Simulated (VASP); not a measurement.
# Cu64H (a cell with a defect) in VASP: further runs, part 2 of 2

VASP 6.6.1. The steps go on from the part before.

**3. Single point, PBE**

INCAR

```
  PREC = Accurate
  ENCUT = 520
  EDIFF = 1E-7
  ISMEAR = 1
  SIGMA = 0.1
  LREAL = Auto
  LASPH = True
  NELM = 80
  ALGO = Normal
  ISIF = 2
  LWAVE = False
  LCHARG = True
  GGA = PE
  LELF = True
  LVHAR = True
  NBANDS = 390
  LUSENCCL = False
```

KPOINTS

```
regular mesh
0
Gamma
  2 2 2
```

POSCAR

```
Cu64H
1.0
    0.0000000000      7.2607001300      7.2607001300
    7.2607001300      0.0000000000      7.2607001300
    7.2607001300      7.2607001300      0.0000000000
Cu H
64 1
Direct
    0.0000782982      0.0005089730     -0.0000850469
   -0.0002010825      0.0003587808      0.2502024553
   -0.0002917763      0.0001309102      0.5003449302
   -0.0002541077      0.0002707728      0.7502034105
   -0.0003952787      0.2504228198      0.0003517567
   -0.0002846833      0.2504920968      0.2500170738
   -0.0003260705      0.2503635280      0.5003357025
   -0.0003680775      0.2503914867      0.7500047382
   -0.0004123569      0.5000422735      0.0002992824
   -0.0001952291      0.5002578863      0.2502505912
   -0.0004249590      0.5000837984      0.5004067700
   -0.0019328715      0.5007910993      0.7507141050
    0.0001030892      0.7498989633     -0.0000192130
    0.0000771275      0.7500008129      0.2505173010
   -0.0004546394      0.7505190825      0.5004027070
   -0.0004348066      0.7503951275      0.7500155498
    0.2499657702      0.0001068079      0.0003846048
    0.2499116432      0.0001631385      0.2500763656
    0.2499499315      0.0002442602      0.5003501639
    0.2500184510      0.0000740975      0.7500381372
    0.2492727241      0.2496940333      0.0018278540
    0.2499847077      0.2504007833      0.2500251997
    0.2492334716      0.2497533940      0.4996606987
    0.2470294142      0.2475281265      0.7529475673
    0.2498885738      0.5000549444      0.0004418307
    0.2500704433      0.5000332523      0.2500142503
    0.2470340970      0.5031285461      0.4973361295
    0.2469498764      0.5030718711      0.7529586544
    0.2497852091      0.7502651814      0.0002461884
    0.2499573688      0.7504920190      0.2500218254
    0.2492025518      0.7520176983      0.4996766063
    0.2498908463      0.7504706712      0.7500456433
    0.4995758584      0.0001340780      0.0003182200
    0.4997348651      0.0003153966      0.2502262822
    0.4996823908      0.0001030204      0.5003758501
    0.5003454811     -0.0013352018      0.7507148625
    0.4996542255      0.2504547037      0.0003672511
    0.4996141467      0.2504350087      0.2500518500
    0.5026100011      0.2475431388      0.4974074725
    0.5026123424      0.2475540193      0.7529128599
    0.4995570586      0.5001538330      0.0003620863
    0.5003776406      0.5008814487      0.2484998647
    0.5025869317      0.5031708974      0.4973622289
    0.5002478322      0.5007878627      0.7508141643
    0.4996751601      0.7504611680      0.0003142259
    0.4995711757      0.7505184627      0.2500260949
    0.4995682834      0.7504986299      0.5004025004
    0.4996470637      0.7502989247      0.7501376455
    0.7494846781      0.0004401091     -0.0000532318
    0.7496122829      0.0005674384      0.2504600063
    0.7500109359      0.0001453717      0.5004399624
    0.7499981961      0.0000641811      0.7499790520
    0.7497750083      0.2502536212      0.0001946782
    0.7499901390      0.2504887225      0.2500367000
    0.7514851051      0.2497781161      0.4996173833
    0.7499633510      0.2504582158      0.7500165139
    0.7498670104      0.5000596960      0.0003384660
    0.7499778124      0.5001389584      0.2499971032
    0.7499389732      0.5000771186      0.5004243303
    0.7498908373      0.5000862775      0.7501113395
    0.7497814815      0.7501664306      0.0002066605
    0.7494853668      0.7500437151      0.2505188849
    0.7497491843      0.7503057422      0.5002736561
    0.7498495190      0.7503770163      0.7501216691
    0.3743243697      0.3757709244      0.6249933090
```

Potentials or basis: VASP PAW PBE potentials, release 64 (Cu, H).

Launch:

```console
$ cat potpaw_PBE.64/Cu/POTCAR potpaw_PBE.64/H/POTCAR > POTCAR
$ mpirun -np 1 vasp_std > vasp.out
```

Run time: 6.5 min. Hardware: 1 × NVIDIA H100 80GB with 1 thread of AMD EPYC 7R13 (Zen 3), shared host; peak memory 2.8 GiB.

The run converged. Its results:

```
Free energy            : -239.7780 eV
Pressure               : 1.7 GPa
Largest force          : 0.010 eV/Å
Band gap on the k mesh : zero (an odd number of electrons rules out a gap without spin polarisation)
```

Forces in eV/Å, atoms in the order of the input:
```
Cu   0.000  0.000  0.000
Cu  -0.002  0.000 -0.001
Cu   0.000 -0.001  0.003
Cu  -0.001  0.003  0.000
Cu   0.001  0.001  0.003
Cu  -0.001  0.001 -0.003
Cu   0.000  0.000  0.002
Cu   0.001  0.000  0.002
Cu   0.001  0.003  0.001
Cu   0.000 -0.002  0.000
Cu  -0.001  0.002  0.002
Cu   0.004 -0.001 -0.001
Cu   0.000 -0.004 -0.001
Cu  -0.001  0.001 -0.001
Cu  -0.003  0.003  0.000
Cu   0.001  0.001  0.002
Cu  -0.001 -0.001  0.002
Cu   0.002  0.000  0.001
Cu  -0.002 -0.002 -0.003
Cu  -0.001 -0.001  0.001
Cu   0.003  0.001 -0.001
Cu   0.002  0.000 -0.003
Cu  -0.003 -0.002 -0.002
Cu   0.000  0.000 -0.001
Cu  -0.004 -0.001  0.002
Cu   0.004 -0.001 -0.002
Cu   0.002 -0.003 -0.002
Cu   0.001  0.001  0.001
Cu  -0.001 -0.001  0.000
Cu   0.000  0.002  0.000
Cu   0.001 -0.003  0.002
Cu  -0.002  0.002  0.001
Cu   0.001  0.001  0.001
Cu  -0.002  0.002  0.002
Cu   0.003  0.000 -0.001
Cu  -0.002  0.002 -0.003
Cu   0.000 -0.003 -0.002
Cu   0.002  0.001  0.002
Cu   0.001 -0.001  0.000
Cu   0.000 -0.004 -0.002
Cu  -0.001  0.002  0.003
Cu  -0.002 -0.002  0.001
Cu  -0.001  0.000 -0.004
Cu   0.003  0.002  0.006
Cu  -0.002 -0.001 -0.004
Cu  -0.001  0.000 -0.001
Cu   0.001  0.002 -0.002
Cu   0.002 -0.001  0.002
Cu   0.002  0.000  0.003
Cu   0.001 -0.002 -0.003
Cu  -0.001 -0.003 -0.002
Cu   0.003 -0.002 -0.001
Cu   0.000  0.001 -0.001
Cu   0.001 -0.001  0.000
Cu  -0.002  0.002  0.001
Cu  -0.001 -0.001 -0.001
Cu   0.001 -0.001  0.002
Cu   0.000  0.000 -0.002
Cu   0.001  0.000  0.000
Cu   0.001 -0.002  0.000
Cu   0.003  0.000  0.003
Cu  -0.002  0.001 -0.001
Cu  -0.002  0.000  0.000
Cu  -0.001  0.000  0.000
H   -0.004  0.009  0.001
```

Levels at points of the mesh, in eV from the Fermi level:
| k point | band 349 | band 350 | band 351 | band 352 | band 353 | band 354 | band 355 | band 356 | band 357 | band 358 |
| --- | --- | --- | --- | --- | --- | --- | --- | --- | --- | --- |
| (0.00, 0.00, 0.00) | -0.21 | -0.21 | -0.21 | 0.61 | 0.94 | 0.94 | 0.95 | 1.01 | 1.01 | 1.01 |
| (0.50, 0.00, 0.00) | -0.06 | -0.06 | -0.06 | -0.06 | -0.05 | -0.05 | 0.11 | 0.21 | 0.22 | 0.22 |
| (0.00, 0.50, 0.00) | -0.06 | -0.06 | -0.06 | -0.06 | -0.05 | -0.05 | 0.11 | 0.21 | 0.22 | 0.22 |
| (0.00, 0.00, 0.50) | -0.06 | -0.06 | -0.06 | -0.06 | -0.05 | -0.05 | 0.11 | 0.21 | 0.22 | 0.22 |
| (0.50, 0.50, 0.50) | -0.06 | -0.06 | -0.06 | -0.06 | -0.05 | -0.05 | 0.11 | 0.21 | 0.22 | 0.22 |
| (0.50, 0.50, 0.00) | -0.34 | -0.33 | -0.33 | -0.33 | 0.23 | 0.27 | 0.27 | 0.30 | 0.31 | 0.31 |
| (0.00, 0.50, 0.50) | -0.34 | -0.33 | -0.33 | -0.33 | 0.23 | 0.27 | 0.27 | 0.30 | 0.31 | 0.31 |
| (0.50, 0.00, 0.50) | -0.34 | -0.33 | -0.33 | -0.33 | 0.23 | 0.27 | 0.27 | 0.30 | 0.31 | 0.31 |

Caveat: the k points lie up to 0.37 Å⁻¹ apart, too coarse for converged energies and pressures of a metal.

**4. Single point, PBE**

INCAR

```
SYSTEM = Cu64H
PREC     = Accurate       ! precision mode
ENCUT    = 520            ! plane-wave cutoff, eV
EDIFF    = 1E-6           ! SCF threshold, eV
ISMEAR   = 1              ! smearing method
SIGMA    = 0.1            ! smearing width, eV
LREAL    = Auto         
LASPH    = .True.         ! aspherical terms in the spheres
NELM     = 100            ! most SCF steps
ALGO     = Normal         ! electronic algorithm
ISIF     = 2              ! what is computed and relaxed
LWAVE    = .False.        ! write WAVECAR
LCHARG   = .False.        ! write CHGCAR
GGA      = PE             ! functional
NBANDS   = 390            ! bands
LUSENCCL = .False.
```

KPOINTS

```
regular mesh
0
Gamma
  2 2 2
  0 0 0
```

POSCAR

```
Cu64H
1.0
    0.0000000000      7.2607001300      7.2607001300
    7.2607001300      0.0000000000      7.2607001300
    7.2607001300      7.2607001300      0.0000000000
Cu H
64 1
Direct
    0.0000783064      0.0005089626     -0.0000850441
   -0.0002010360      0.0003587758      0.2502023968
   -0.0002917375      0.0001309387      0.5003449366
   -0.0002541253      0.0002707539      0.7502033825
   -0.0003952857      0.2504228489      0.0003517466
   -0.0002847114      0.2504920589      0.2500170675
   -0.0003259924      0.2503634973      0.5003356696
   -0.0003680295      0.2503914445      0.7500047443
   -0.0004123070      0.5000422672      0.0002992482
   -0.0001952199      0.5002578522      0.2502505633
   -0.0004248753      0.5000837827      0.5004067340
   -0.0019328927      0.5007910472      0.7507140913
    0.0001030704      0.7498989366     -0.0000191368
    0.0000771390      0.7500008294      0.2505173469
   -0.0004547142      0.7505190928      0.5004027555
   -0.0004347948      0.7503950459      0.7500155931
    0.2499658304      0.0001067809      0.0003845783
    0.2499116064      0.0001631366      0.2500764272
    0.2499499132      0.0002442259      0.5003502262
    0.2500184120      0.0000740764      0.7500382067
    0.2492726983      0.2496940181      0.0018278300
    0.2499847514      0.2504007373      0.2500252082
    0.2492335425      0.2497533937      0.4996606393
    0.2470294297      0.2475281363      0.7529475119
    0.2498886163      0.5000548812      0.0004418354
    0.2500704321      0.5000332462      0.2500143137
    0.2470340788      0.5031286145      0.4973360837
    0.2469499361      0.5030718323      0.7529586390
    0.2497852280      0.7502651988      0.0002462185
    0.2499573966      0.7504920457      0.2500217405
    0.2492025908      0.7520176856      0.4996765838
    0.2498908594      0.7504706514      0.7500456746
    0.4995758366      0.0001341091      0.0003181973
    0.4997349088      0.0003153713      0.2502262737
    0.4996824094      0.0001030230      0.5003758668
    0.5003455330     -0.0013352230      0.7507148474
    0.4996541648      0.2504547301      0.0003672698
    0.4996141630      0.2504350278      0.2500517850
    0.5026100158      0.2475431653      0.4974074349
    0.5026122909      0.2475540735      0.7529128529
    0.4995570560      0.5001538292      0.0003620488
    0.5003777342      0.5008814238      0.2484998295
    0.5025869263      0.5031709055      0.4973622457
    0.5002478532      0.5007878474      0.7508141320
    0.4996752341      0.7504611545      0.0003141957
    0.4995711904      0.7505184688      0.2500260448
    0.4995682417      0.7504986570      0.5004025103
    0.4996470353      0.7502988801      0.7501376855
    0.7494846804      0.0004401234     -0.0000531871
    0.7496122847      0.0005675038      0.2504599944
    0.7500109321      0.0001453882      0.5004399183
    0.7499981847      0.0000641473      0.7499790843
    0.7497749697      0.2502536412      0.0001946573
    0.7499900895      0.2504887126      0.2500367073
    0.7514850930      0.2497781411      0.4996173646
    0.7499633885      0.2504582387      0.7500164919
    0.7498670501      0.5000596183      0.0003384751
    0.7499778194      0.5001389910      0.2499970719
    0.7499390008      0.5000771632      0.5004243149
    0.7498908245      0.5000862278      0.7501113945
    0.7497815144      0.7501664093      0.0002066410
    0.7494853870      0.7500437586      0.2505188618
    0.7497491275      0.7503057369      0.5002736629
    0.7498494952      0.7503770161      0.7501216631
    0.3743243125      0.3757709446      0.6249933133
```

Launch:

```console
$ cat potpaw_PBE.64/Cu/POTCAR potpaw_PBE.64/H/POTCAR > POTCAR
$ mpirun -np 1 vasp_std > vasp.out
```

Wall time 5.4 min (1 × NVIDIA H100 80GB with 1 thread of AMD EPYC 7R13 (Zen 3), shared host); peak memory 2.8 GiB.

The run converged. Its results:

| Property | Result |
| --- | --- |
| Free energy | -239.7780 eV |
| Pressure | 1.9 GPa |
| Largest force | 0.010 eV/Å |
| Band gap on the k mesh | zero (an odd number of electrons rules out a gap without spin polarisation) |

Forces in eV/Å, atoms in the order of the input:
```
Cu   0.000  0.000  0.000
Cu  -0.002  0.000 -0.001
Cu   0.000 -0.001  0.003
Cu  -0.001  0.003  0.000
Cu   0.001  0.001  0.003
Cu  -0.001  0.001 -0.003
Cu   0.000  0.000  0.002
Cu   0.001  0.000  0.002
Cu   0.001  0.003  0.001
Cu   0.000 -0.002  0.000
Cu  -0.001  0.002  0.002
Cu   0.003 -0.001 -0.001
Cu   0.000 -0.004 -0.001
Cu  -0.001  0.001 -0.001
Cu  -0.003  0.003  0.000
Cu   0.001  0.001  0.002
Cu  -0.001 -0.001  0.002
Cu   0.002  0.000  0.001
Cu  -0.002 -0.002 -0.003
Cu  -0.001 -0.001  0.001
Cu   0.003  0.001 -0.001
Cu   0.002  0.000 -0.003
Cu  -0.002 -0.002 -0.002
Cu   0.000  0.000 -0.001
Cu  -0.004 -0.001  0.002
Cu   0.004 -0.001 -0.002
Cu   0.002 -0.003 -0.002
Cu   0.001  0.001  0.001
Cu  -0.001 -0.001  0.000
Cu   0.000  0.002  0.000
Cu   0.001 -0.003  0.002
Cu  -0.002  0.002  0.001
Cu   0.001  0.001  0.001
Cu  -0.002  0.002  0.002
Cu   0.003  0.000 -0.001
Cu  -0.002  0.002 -0.003
Cu  -0.001 -0.003 -0.002
Cu   0.002  0.001  0.002
Cu   0.001 -0.001  0.000
Cu   0.000 -0.004 -0.002
Cu  -0.001  0.002  0.003
Cu  -0.002 -0.002  0.001
Cu  -0.001  0.000 -0.004
Cu   0.003  0.002  0.006
Cu  -0.002 -0.001 -0.004
Cu  -0.001  0.000 -0.001
Cu   0.001  0.002 -0.002
Cu   0.002 -0.001  0.002
Cu   0.002  0.000  0.003
Cu   0.002 -0.002 -0.003
Cu  -0.001 -0.003 -0.002
Cu   0.003 -0.001 -0.001
Cu   0.000  0.001 -0.001
Cu   0.001 -0.001  0.000
Cu  -0.002  0.002  0.001
Cu  -0.001 -0.001 -0.001
Cu   0.001 -0.001  0.002
Cu   0.000  0.000 -0.002
Cu   0.001  0.000  0.000
Cu   0.001 -0.002  0.000
Cu   0.003  0.000  0.003
Cu  -0.002  0.001 -0.001
Cu  -0.002  0.000  0.000
Cu  -0.001  0.000  0.000
H   -0.004  0.009  0.001
```

Levels at points of the mesh, in eV from the Fermi level:
```tsv
k point	band 349	band 350	band 351	band 352	band 353	band 354	band 355	band 356	band 357	band 358
(0.00, 0.00, 0.00)	-0.21	-0.21	-0.21	0.61	0.94	0.94	0.95	1.01	1.01	1.01
(0.50, 0.00, 0.00)	-0.06	-0.06	-0.06	-0.06	-0.05	-0.05	0.11	0.21	0.22	0.22
(0.00, 0.50, 0.00)	-0.06	-0.06	-0.06	-0.06	-0.05	-0.05	0.11	0.21	0.22	0.22
(0.00, 0.00, 0.50)	-0.06	-0.06	-0.06	-0.06	-0.05	-0.05	0.11	0.21	0.22	0.22
(0.50, 0.50, 0.50)	-0.06	-0.06	-0.06	-0.06	-0.05	-0.05	0.11	0.21	0.22	0.22
(0.50, 0.50, 0.00)	-0.34	-0.33	-0.33	-0.33	0.23	0.27	0.27	0.30	0.31	0.31
(0.00, 0.50, 0.50)	-0.34	-0.33	-0.33	-0.33	0.23	0.27	0.27	0.30	0.31	0.31
(0.50, 0.00, 0.50)	-0.34	-0.33	-0.33	-0.33	0.23	0.27	0.27	0.30	0.31	0.31
```

Caveat: the k points lie up to 0.37 Å⁻¹ apart, too coarse for converged energies and pressures of a metal.

**5. Single point, PBE**

INCAR

```
SYSTEM = Cu64H
  PREC = Accurate
  ENCUT = 520
  EDIFF = 1E-7
  ISMEAR = 1
  SIGMA = 0.1
  LREAL = Auto
  LASPH = .TRUE.
  NELM = 100
  ALGO = Normal
  ISIF = 2
  LWAVE = .FALSE.
  LCHARG = .FALSE.
  GGA = PE
  NBANDS = 390
  LUSENCCL = .FALSE.
```

KPOINTS

```
regular mesh
0
G
  2 2 2
  0 0 0
```

POSCAR

```
Cu64H
1.0
    0.0000000000      7.2607001300      7.2607001300
    7.2607001300      0.0000000000      7.2607001300
    7.2607001300      7.2607001300      0.0000000000
Cu H
64 1
Direct
    0.0001206597     -0.0000990617     -0.0001584619
    0.0001711360     -0.0000433866      0.2502040962
    0.0000979825     -0.0000558617      0.4999148538
    0.0000358534     -0.0000366491      0.7502236739
   -0.0027964893      0.2472987046      0.0027610409
   -0.0005781294      0.2496005883      0.2516387809
    0.0001367007      0.2501502575      0.4998717794
   -0.0006126314      0.2494853695      0.7494232852
   -0.0027580800      0.5027918192      0.0026681594
    0.0000726280      0.4998985923      0.2502366168
    0.0001470987      0.4999242779      0.4998312301
   -0.0027282629      0.5027276691      0.7472486053
    0.0001698362      0.7501613517     -0.0001034434
   -0.0000367805      0.7501099136      0.2500398337
    0.0001165770      0.7502703994      0.4999362510
   -0.0006573373      0.7517842450      0.7495155864
    0.2505042381     -0.0016776621      0.0006673962
    0.2497000823      0.0000229970      0.2501819866
    0.2499574194      0.0001911122      0.5000649713
    0.2497677035     -0.0000997396      0.7503124450
    0.2527362156      0.2473310049      0.0026281422
    0.2497944870      0.2503500384      0.2500870043
    0.2497244028      0.2502795863      0.4999803198
    0.2526642310      0.2474023357      0.7473684122
    0.2504393136      0.5006382492      0.0006208623
    0.2498155191      0.4999341257      0.2501931383
    0.2505505561      0.5007675401      0.4981978462
    0.2527535832      0.5028178825      0.7471643140
    0.2498155226      0.7501847106     -0.0000287927
    0.2497867557      0.7501951420      0.2502131059
    0.2497538434      0.7503560891      0.4998988143
    0.2496799980      0.7502712723      0.7502695667
    0.5001137960     -0.0000136431     -0.0001837288
    0.4996380704      0.0003485387      0.2498276210
    0.4997739056      0.0003650550      0.5003324768
    0.5000410540     -0.0000255359      0.7502421783
    0.5001044256      0.2502979331     -0.0001773183
    0.4998876882      0.2501383328      0.2500813749
    0.5000636238      0.2503748218      0.4998800615
    0.5018282752      0.2494944978      0.7493458161
    0.5000034885      0.4999378277     -0.0000254503
    0.5001992084      0.5000037394      0.2500629245
    0.5001353702      0.4999545369      0.4998084310
    0.5000145904      0.4999128959      0.7502817027
    0.5001364117      0.7502670779     -0.0001438884
    0.4998423695      0.7501321227      0.2500410909
    0.4996886778      0.7498346811      0.5003344351
    0.4999122715      0.7500368434      0.7501100075
    0.7499312187     -0.0000102638      0.0000752648
    0.7502198807      0.0004025120      0.2497936899
    0.7499673383      0.0001673858      0.5001176059
    0.7498380976     -0.0000948915      0.7501725100
    0.7497842159      0.2502286425     -0.0001769886
    0.7497921844      0.2502507706      0.2502070404
    0.7499071312      0.2503210070      0.4997885328
    0.7497995426      0.2501728755      0.7502219112
    0.7482778727      0.5005689444      0.0005652092
    0.7498205538      0.4999669995      0.2501216669
    0.7499175311      0.5000164128      0.5001684420
    0.7497646890      0.4998607163      0.7502787728
    0.7497661552      0.7501770218     -0.0000808730
    0.7501545847      0.7498193577      0.2498723486
    0.7502470181      0.7498393335      0.5003407550
    0.7497986861      0.7501952183      0.7502642802
    0.1250070083      0.3754282392      0.8747240080
```

Launch:

```console
$ cat potpaw_PBE.64/Cu/POTCAR potpaw_PBE.64/H/POTCAR > POTCAR
$ mpirun -np 1 vasp_std > vasp.out
```

Wall time 6.7 min (1 × NVIDIA H100 80GB with 1 thread of AMD EPYC 7R13 (Zen 3), shared host); peak memory 2.8 GiB.

It converged, with:

```yaml
Free_energy: -239.7780 eV
Pressure: 1.7 GPa
Largest_force: 0.013 eV/Å
Band_gap_on_the_k_mesh: zero (an odd number of electrons rules out a gap without spin polarisation)
```

Forces on the atoms (eV/Å):
```
Cu   0.001  0.001  0.000
Cu   0.000 -0.001 -0.002
Cu   0.003  0.000  0.002
Cu  -0.003 -0.001  0.000
Cu   0.000  0.000 -0.004
Cu   0.000  0.001 -0.003
Cu   0.003 -0.001  0.000
Cu   0.001  0.000 -0.001
Cu   0.010  0.001  0.000
Cu  -0.001  0.000  0.002
Cu   0.001  0.002 -0.002
Cu   0.003 -0.010  0.001
Cu   0.002 -0.002 -0.001
Cu   0.000  0.000 -0.001
Cu  -0.002  0.000  0.000
Cu   0.000 -0.001  0.002
Cu  -0.001  0.000  0.000
Cu  -0.001  0.002  0.000
Cu  -0.002  0.000 -0.002
Cu   0.000 -0.002  0.001
Cu   0.004  0.008  0.001
Cu   0.001  0.001 -0.003
Cu  -0.002 -0.001  0.002
Cu  -0.012 -0.002  0.000
Cu   0.001  0.002  0.003
Cu   0.000 -0.001  0.001
Cu  -0.001  0.001 -0.001
Cu   0.004  0.001  0.008
Cu  -0.001  0.000  0.000
Cu  -0.001  0.000  0.003
Cu  -0.002 -0.001 -0.002
Cu  -0.001  0.001  0.001
Cu   0.000  0.000 -0.002
Cu   0.000 -0.002  0.002
Cu   0.003 -0.002 -0.002
Cu  -0.001  0.002  0.001
Cu   0.000  0.000 -0.001
Cu  -0.002  0.001  0.000
Cu  -0.001  0.001  0.000
Cu   0.002 -0.001 -0.001
Cu   0.000  0.000  0.002
Cu   0.001 -0.002 -0.004
Cu   0.001  0.001 -0.001
Cu  -0.002  0.001  0.001
Cu   0.000  0.000 -0.005
Cu   0.000  0.002  0.003
Cu   0.001  0.000 -0.002
Cu   0.000  0.000  0.002
Cu   0.002  0.001  0.002
Cu  -0.001  0.000  0.000
Cu  -0.003 -0.002 -0.002
Cu   0.001  0.000  0.002
Cu   0.002  0.001  0.000
Cu   0.001  0.000  0.003
Cu   0.000  0.002 -0.004
Cu  -0.003 -0.001  0.002
Cu   0.003 -0.001  0.000
Cu  -0.001  0.001 -0.002
Cu  -0.001 -0.002  0.003
Cu  -0.001 -0.001  0.001
Cu  -0.001 -0.001  0.002
Cu  -0.003  0.000  0.001
Cu   0.000  0.001 -0.002
Cu   0.000  0.000  0.001
H   -0.001  0.003 -0.005
```

Levels at points of the mesh, in eV from the Fermi level:
```
           k point  band 351  band 352  band 353  band 354  band 355  band 356
(0.00, 0.00, 0.00)     -0.21      0.61      0.94      0.94      0.94      1.01
(0.50, 0.00, 0.00)     -0.06     -0.06     -0.05     -0.05      0.11      0.21
(0.00, 0.50, 0.00)     -0.06     -0.06     -0.05     -0.05      0.11      0.21
(0.00, 0.00, 0.50)     -0.06     -0.06     -0.05     -0.05      0.11      0.21
(0.50, 0.50, 0.50)     -0.06     -0.06     -0.05     -0.05      0.11      0.21
(0.50, 0.50, 0.00)     -0.33     -0.33      0.23      0.27      0.27      0.30
(0.00, 0.50, 0.50)     -0.33     -0.33      0.23      0.27      0.27      0.30
(0.50, 0.00, 0.50)     -0.33     -0.33      0.23      0.27      0.27      0.30
```

Caveat: the k points lie up to 0.37 Å⁻¹ apart, too coarse for converged energies and pressures of a metal.
